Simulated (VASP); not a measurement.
# WSe2 in VASP: further runs

The runs below take WSe2 through single point, with r2SCAN.

All numbers are computed with VASP 6.6.1; they aren't measurements. Logs are shortened: lines on timing, memory, paths and dates and some standing lists are left out, and cuts for length are marked.

## 1. The cell of the first run

The cell holds a slab with vacuum, 9 atoms: a = 3.414 Å, b = 3.414 Å, c = 28.906 Å, α = 90.00°, β = 90.00°, γ = 120.00°.

## 2. Single point, r2SCAN (strain +0.030 along x and y, -0.030 along z)

Contents of POSCAR:

```
WSe2
1.0
    3.4138568710      0.0000000000      0.0000000000
   -1.7069284355      2.9564867752      0.0000000000
    0.0000000000      0.0000000000     28.9060882436
W Se
3 6
Direct
    0.6666666667      0.3333333333      0.0000000000
    0.3333333333      0.6666666667      0.7699395294
    0.3333333333      0.6666666667      0.2300604706
    0.3333333333      0.6666666667      0.0557735259
    0.6666666667      0.3333333333      0.8257181867
    0.6666666667      0.3333333333      0.2857987534
    0.3333333333      0.6666666667      0.9442264741
    0.6666666667      0.3333333333      0.7142012466
    0.6666666667      0.3333333333      0.1742818133
```

Contents of INCAR.step1:

```
PREC = Accurate
ENCUT = 520
ISMEAR = 0
SIGMA = 0.05
LREAL = False
LASPH = True
NELM = 60
NBANDS = 49
GGA = PE
ALGO = Normal
EDIFF = 1E-4
LWAVE = True
LCHARG = False
```

Contents of INCAR.step2:

```
PREC = Accurate
ENCUT = 520
EDIFF = 1E-6
ISMEAR = 0
SIGMA = 0.05
LREAL = False
LASPH = True
NELM = 60
ALGO = Normal
ISIF = 2
LWAVE = False
LCHARG = True
METAGGA = R2SCAN
LMIXTAU = True
LELF = True
LVHAR = True
NBANDS = 49
ISTART = 1
```

Contents of KPOINTS:

```
Automatic mesh
0
Gamma
  12 12 1
```

Potentials or basis: VASP PAW PBE potentials, release 64 (W_sv, Se).

Command:

```console
$ cat potpaw_PBE.64/W_sv/POTCAR potpaw_PBE.64/Se/POTCAR > POTCAR
$ cp INCAR.step1 INCAR
$ mpirun -np 1 vasp_std > vasp.out
$ cp INCAR.step2 INCAR
$ mpirun -np 1 vasp_std > vasp.out
```

OUTCAR:

```text
PREC = Accurate
   ENCUT = 520
   EDIFF = 1E-6
   ISMEAR = 0
   LREAL = False
   LASPH = True
   NELM = 60
   ISIF = 2
   METAGGA = R2SCAN
   ISTART = 1

 ion  position               nearest neighbor table
   1  0.667  0.333  0.000-   4 2.55   7 2.55   4 2.55   7 2.55   4 2.55   7 2.55
   2  0.333  0.667  0.770-   8 2.55   8 2.55   8 2.55   5 2.55   5 2.55   5 2.55
   3  0.333  0.667  0.230-   6 2.55   6 2.55   6 2.55   9 2.55   9 2.55   9 2.55
   4  0.333  0.667  0.056-   1 2.55   1 2.55   1 2.55
   5  0.667  0.333  0.826-   2 2.55   2 2.55   2 2.55
   6  0.667  0.333  0.286-   3 2.55   3 2.55   3 2.55
   7  0.333  0.667  0.944-   1 2.55   1 2.55   1 2.55
   8  0.667  0.333  0.714-   2 2.55   2 2.55   2 2.55
   9  0.667  0.333  0.174-   3 2.55   3 2.55   3 2.55

  LATTYP: Found a hexagonal cell.
 ALAT       =     3.4138568710
 C/A-ratio  =     8.4672818269

  Lattice vectors:

 A1 = (   3.4138568710,   0.0000000000,   0.0000000000)
 A2 = (  -1.7069284355,   2.9564867752,   0.0000000000)
 A3 = (   0.0000000000,   0.0000000000,  28.9060882436)

Analysis of symmetry for initial positions (statically):
=====================================================================
 Subroutine PRICEL returns:
 Original cell was already a primitive cell.

 Routine SETGRP: Setting up the symmetry group for a
 hexagonal supercell.

 Subroutine GETGRP returns: Found 12 space group operations
 (whereof 12 operations were pure point group operations)
 out of a pool of 24 trial point group operations.

The static configuration has the point symmetry D_3h.

Analysis of symmetry for dynamics (positions and initial velocities):
=====================================================================
 Subroutine PRICEL returns:
 Original cell was already a primitive cell.

 Routine SETGRP: Setting up the symmetry group for a
 hexagonal supercell.

 Subroutine GETGRP returns: Found 12 space group operations
 (whereof 12 operations were pure point group operations)
 out of a pool of 24 trial point group operations.

The dynamic configuration has the point symmetry D_3h.

 Subroutine INISYM returns: Found 12 space group operations
 (whereof 12 operations are pure point group operations),
 and found     1 'primitive' translations

----------------------------------------------------------------------------------------

                                     Primitive cell

  volume of cell :     291.7498

  direct lattice vectors                    reciprocal lattice vectors
     3.413856871  0.000000000  0.000000000     0.292923821  0.169119647  0.000000000
    -1.706928436  2.956486775  0.000000000     0.000000000  0.338239294  0.000000000
     0.000000000  0.000000000 28.906088244     0.000000000  0.000000000  0.034594788

  length of vectors
     3.413856871  3.413856871 28.906088244     0.338239294  0.338239294  0.034594788

  position of ions in fractional coordinates (direct lattice)
     0.666666667  0.333333333  0.000000000
     0.333333333  0.666666667  0.769939529
     0.333333333  0.666666667  0.230060471
     0.333333333  0.666666667  0.055773526
     0.666666667  0.333333333  0.825718187
     0.666666667  0.333333333  0.285798753
     0.333333333  0.666666667  0.944226474
     0.666666667  0.333333333  0.714201247
     0.666666667  0.333333333  0.174281813

  ion indices of the primitive-cell ions
   primitive index   ion index
                 1           1
                 2           2
                 3           3
                 4           4
                 5           5
                 6           6
                 7           7
                 8           8
                 9           9

----------------------------------------------------------------------------------------

 KPOINTS: Automatic mesh

Automatic generation of k-mesh.
 Grid dimensions read from file:
 generate k-points for:   12   12    1

 Generating k-lattice:

  Cartesian coordinates                     Fractional coordinates (reciprocal lattice)
     0.024410318  0.014093304  0.000000000     0.083333333  0.000000000  0.000000000
     0.000000000  0.028186608  0.000000000     0.000000000  0.083333333  0.000000000
     0.000000000  0.000000000  0.034594788     0.000000000  0.000000000  1.000000000

  Length of vectors
     0.028186608  0.028186608  0.034594788

  Shift w.r.t. Gamma in fractional coordinates (k-lattice)
     0.000000000  0.000000000  0.000000000

 Subroutine IBZKPT returns following result:
 ===========================================

 Found     19 irreducible k-points:

 Following reciprocal coordinates:
            Coordinates               Weight
  0.000000  0.000000  0.000000      1.000000
  0.083333 -0.000000  0.000000      6.000000
  0.166667  0.000000  0.000000      6.000000
  0.250000  0.000000  0.000000      6.000000
  0.333333 -0.000000  0.000000      6.000000
  0.416667  0.000000  0.000000      6.000000
[... 11 lines left out ...]
  0.333333  0.250000  0.000000     12.000000
  0.333333  0.333333  0.000000      2.000000
   k-points           NKPTS =     19   k-points in BZ     NKDIM =     19   number of bands    NBANDS=     49
   number of dos      NEDOS =    301   number of ions     NIONS =      9
   total plane-waves  NPLWV = 169344
   dimension x,y,z NGX =    28 NGY =   28 NGZ =  216
   dimension x,y,z NGXF=    56 NGYF=   56 NGZF=  432
   ions per type =               3   6
   NGX,Y,Z   is equivalent  to a cutoff of  13.64, 13.64, 12.42 a.u.
   NGXF,Y,Z  is equivalent  to a cutoff of  27.27, 27.27, 24.85 a.u.
 SYSTEM =  unknown system
   PREC   = accura    normal or accurate (medium, high low for compatibility)
   ISTART =      1    job   : 0-new  1-cont  2-samecut
   ICHARG =      0    charge: 1-file 2-atom 10-const
   ISPIN  =      1    spin polarized calculation?
   LNONCOLLINEAR =      F non collinear calculations
   LSORBIT =      F    spin-orbit coupling
   LASPH  =      T    aspherical Exc in radial PAW
   ENCUT  =  520.0 eV  38.22 Ry    6.18 a.u.   6.35  6.35 53.75*2*pi/ulx,y,z
   NELM   =     60;   NELMIN=  2; NELMDL=  0     # of ELM steps
   EDIFF  = 0.1E-05   stopping-criterion for ELM
   LREAL  =      F    real-space projection
   EDIFFG = 0.1E-04   stopping-criterion for IOM
   NSW    =      0    number of steps for IOM
   IBRION =     -1    ionic relax: 0-MD 1-quasi-New 2-CG
   NFREE  =      0    steps in history (QN), initial steepest desc. (CG)
   ISIF   =      2    stress and relaxation
   ISYM   =      2    0-nonsym 1-usesym 2-fastsym
   POTIM  = 0.5000    time-step for ionic-motion
   TEBEG  =    0.0;   TEEND  =   0.0 temperature during run
   PSTRESS=    0.0 pullay stress
   NELECT =      78.0000    total number of electrons
   NUPDOWN=      -1.0000    fix difference up-down
   EMIN   =  10.00;   EMAX   =-10.00  energy-range for DOS
   EFERMI =   0.00;   METHOD = LEGACY
   ISMEAR =     0;   SIGMA  =   0.05  broadening in eV -4-tet -1-fermi 0-gaus
   EFERMI_NEDOS =   21; number of points for ismear=-14 and -15
   IALGO  =     38    algorithm
   IMIX   =      4    mixing-type and parameters
     AMIX     =   0.40;   BMIX     =  1.00
     AMIX_MAG =   1.60;   BMIX_MAG =  1.00
  volume/ion in A,a.u.               =      32.42       218.76
  Fermi-wavevector in a.u.,A,eV,Ry     =   1.054637  1.992974 15.133194  1.112258
  Thomas-Fermi vector in A             =   2.189804
   LORBIT       =      0    0 simple, 1 ext, 2 COOP (PROOUT), +10 PAW based schemes
   METAGGA = R2SCAN    functional components
   LHFCALC =     F    Hartree Fock is set to
   AEXX    =    0.0000 exact exchange contribution
   IVDW    =     0    specifies the selected vdW correction
   LEPSILON=     F    determine dielectric tensor
   LRPA    =     F    only Hartree local field effects (RPA)
 non-spin polarized calculation
 Gauss-broadening in eV      SIGMA  =   0.05
  energy-cutoff  :      520.00
  volume of cell :      291.75
 maximum number of plane-waves:      7903
 NGX is ok and might be reduce to    28
   NGX = 13   NGY = 13   NGZ =107

 number of electron      78.0000001 magnetization

 Free energy of the ion-electron system (eV)
  ---------------------------------------------------
  ext. energy  EPLUGINS =         0.00000000
  ---------------------------------------------------
  free energy    TOTEN  =      -245.10516476 eV

  energy without entropy =     -245.10516476  energy(sigma->0) =     -245.10516476

 E-fermi :   2.3941     XC(G=0):  -7.6305

 val. band max:        2.0222604031   @ k =   0.0000   0.0000   0.0000
 cond. band min:       2.7776528572   @ k =   0.3333   0.3333   0.0000
 fundamental gap:      0.7553924541
 Fermi energy:         2.3941147290

 k-point     1 :       0.0000    0.0000    0.0000
  band No.  band energies     occupation
      1     -74.5393      2.00000
      2     -74.5377      2.00000
      3     -74.5377      2.00000
      4     -38.0562      2.00000
      5     -38.0543      2.00000
      6     -38.0543      2.00000
[... 41 lines left out ...]
     48       4.7047      0.00000
     49       4.7311      0.00000

 k-point     2 :       0.0833   -0.0000    0.0000
  band No.  band energies     occupation
      1     -74.5388      2.00000
      2     -74.5372      2.00000
      3     -74.5372      2.00000
      4     -38.0602      2.00000
      5     -38.0586      2.00000
      6     -38.0586      2.00000
[... 41 lines left out ...]
     48       4.5972      0.00000
     49       4.6099      0.00000

 k-point     3 :       0.1667    0.0000    0.0000
  band No.  band energies     occupation
      1     -74.5376      2.00000
      2     -74.5360      2.00000
      3     -74.5359      2.00000
      4     -38.0916      2.00000
      5     -38.0900      2.00000
      6     -38.0900      2.00000
[... 821 lines left out ...]
     48       5.2278      0.00000
     49       6.0974      0.00000

 k-point    19 :       0.3333    0.3333    0.0000
  band No.  band energies     occupation
      1     -74.5315      2.00000
      2     -74.5299      2.00000
      3     -74.5299      2.00000
      4     -38.1780      2.00000
      5     -38.1764      2.00000
      6     -38.1764      2.00000
[... 41 lines left out ...]
     48       5.1865      0.00000
     49       6.3191      0.00000

------------------------ aborting loop because EDIFF is reached ----------------------------------------

  FORCE on cell =-STRESS in cart. coord.  units (eV):
  Direction    XX          YY          ZZ          XY          YZ          ZX
  --------------------------------------------------------------------------------------
  -------------------------------------------------------------------------------------
  Total       -6.5001484     -6.5001484      3.3478295      0.0000000      0.0000000     -0.0000000
  in kB      -35.6963063    -35.6963063     18.3849876      0.0000000      0.0000000     -0.0000000
  external PRESSURE =     -17.6692084 kB  Pullay stress =       0.0000000 kB

 VOLUME and BASIS-vectors are now :
 -----------------------------------------------------------------------------
  energy-cutoff  :      520.00
  volume of cell :      291.75
      direct lattice vectors                 reciprocal lattice vectors
     3.413856871  0.000000000  0.000000000     0.292923821  0.169119647  0.000000000
    -1.706928436  2.956486775  0.000000000     0.000000000  0.338239294  0.000000000
     0.000000000  0.000000000 28.906088244     0.000000000  0.000000000  0.034594788

 POSITION                                       TOTAL-FORCE (eV/Angst)
 -----------------------------------------------------------------------------------
      1.70693      0.98550      0.00000        -0.000000     -0.000000      0.000000
     -0.00000      1.97099     22.25594        -0.000000     -0.000000     -0.002335
     -0.00000      1.97099      6.65015        -0.000000     -0.000000      0.002335
     -0.00000      1.97099      1.61219         0.000000     -0.000000      0.316659
      1.70693      0.98550     23.86828         0.000000      0.000000      0.316492
      1.70693      0.98550      8.26132        -0.000000     -0.000000      0.333657
     -0.00000      1.97099     27.29389         0.000000      0.000000     -0.316659
      1.70693      0.98550     20.64476        -0.000000     -0.000000     -0.333657
      1.70693      0.98550      5.03781         0.000000     -0.000000     -0.316492
 -----------------------------------------------------------------------------------
    total drift:                               -0.000000      0.000000     -0.000000

  FREE ENERGIE OF THE ION-ELECTRON SYSTEM (eV)
  ---------------------------------------------------
  free  energy   TOTEN  =      -245.1051647601 eV

  energy  without entropy=     -245.1051647601  energy(sigma->0) =     -245.10516476
```

It took 23 min on 1 thread of AMD EPYC 7R43 (Zen 3), shared host; peak memory 0.51 GiB.

Results:

```
Free energy            : -245.1052 eV
Largest force          : 0.334 eV/Å
Band gap on the k mesh : 0.76 eV (least direct gap 1.24 eV)
```

Forces on the atoms (eV/Å):
```
W    0.000  0.000  0.000
W    0.000  0.000 -0.002
W    0.000  0.000  0.002
Se   0.000  0.000  0.317
Se   0.000  0.000  0.316
Se   0.000  0.000  0.334
Se   0.000  0.000 -0.317
Se   0.000  0.000 -0.334
Se   0.000  0.000 -0.316
```

Levels at points of the mesh, in eV from the valence-band top:
```
           k point  band 35  band 36  band 37  band 38  band 39  band 40  band 41  band 42  band 43  band 44
(0.00, 0.00, 0.00)    -2.13    -1.59    -0.56    -0.22     0.00     2.38     2.38     2.39     2.39     2.40
(0.50, 0.00, 0.00)    -1.89    -1.85    -1.43    -1.38    -1.34     1.65     1.67     1.68     2.03     2.06
```

Caveat: the cell differs from its parent crystal (strain +0.030 along x and y, -0.030 along z); there is no dipole correction, which matters where the two faces differ; the PAW data sets were made with another functional, which shifts forces and pressure a little; spin-orbit coupling is left out, which moves the levels of the heavy elements.

## 3. Single point, r2SCAN (strain +0.000 along x and y, +0.030 along z)

POSCAR: that of step 2 with these lines changed.

```diff
@@ -2,5 +2,5 @@
 1.0
-    3.4138568710      0.0000000000      0.0000000000
-   -1.7069284355      2.9564867752      0.0000000000
-    0.0000000000      0.0000000000     28.9060882436
+    3.3144241466      0.0000000000      0.0000000000
+   -1.6572120733      2.8703755099      0.0000000000
+    0.0000000000      0.0000000000     30.6940937020
 W Se
```

Contents of INCAR.step1:

```
SYSTEM = WSe2
PREC = Accurate
ENCUT = 520
ISMEAR = 0
SIGMA = 0.05
LREAL = .FALSE.
LASPH = .TRUE.
NELM = 80
NBANDS = 49
GGA = PE
ALGO = Normal
EDIFF = 1E-4
LWAVE = .TRUE.
LCHARG = .FALSE.
```

Contents of INCAR.step2:

```
SYSTEM = WSe2
PREC = Accurate
ENCUT = 520
EDIFF = 1E-6
ISMEAR = 0
SIGMA = 0.05
LREAL = .FALSE.
LASPH = .TRUE.
NELM = 80
ALGO = Normal
ISIF = 2
LWAVE = .FALSE.
LCHARG = .FALSE.
METAGGA = R2SCAN
LMIXTAU = .TRUE.
NBANDS = 49
ISTART = 1
```

Contents of KPOINTS:

```
regular mesh
0
G
  12 12 1
  0 0 0
```

Potentials or basis: VASP PAW PBE potentials, release 64 (W_sv, Se).

Command:

```console
$ cat potpaw_PBE.64/W_sv/POTCAR potpaw_PBE.64/Se/POTCAR > POTCAR
$ cp INCAR.step1 INCAR
$ mpirun -np 1 vasp_std > vasp.out
$ cp INCAR.step2 INCAR
$ mpirun -np 1 vasp_std > vasp.out
```

It took 49 min on 1 thread of AMD EPYC 7R43 (Zen 3), shared host; peak memory 0.53 GiB.

Results (log left out):

```
Free energy            : -245.2233 eV
Largest force          : 0.819 eV/Å
Band gap on the k mesh : 1.46 eV (least direct gap 1.71 eV)
```

Forces on the atoms (eV/Å):
```
W    0.000  0.000  0.000
W    0.000  0.000  0.001
W    0.000  0.000 -0.001
Se   0.000  0.000 -0.801
Se   0.000  0.000 -0.801
Se   0.000  0.000 -0.819
Se   0.000  0.000  0.801
Se   0.000  0.000  0.819
Se   0.000  0.000  0.801
```

Levels at points of the mesh, in eV from the valence-band top:
```
           k point  band 35  band 36  band 37  band 38  band 39  band 40  band 41  band 42  band 43  band 44
(0.00, 0.00, 0.00)    -1.24    -1.24    -0.67    -0.37    -0.13     2.97     2.97     2.98     2.98     2.99
(0.50, 0.00, 0.00)    -1.09    -1.08    -1.05    -1.02    -0.99     2.48     2.48     2.49     2.71     2.80
```

Caveat: the cell differs from its parent crystal (strain +0.000 along x and y, +0.030 along z); there is no dipole correction, which matters where the two faces differ; the PAW data sets were made with another functional, which shifts forces and pressure a little; spin-orbit coupling is left out, which moves the levels of the heavy elements.
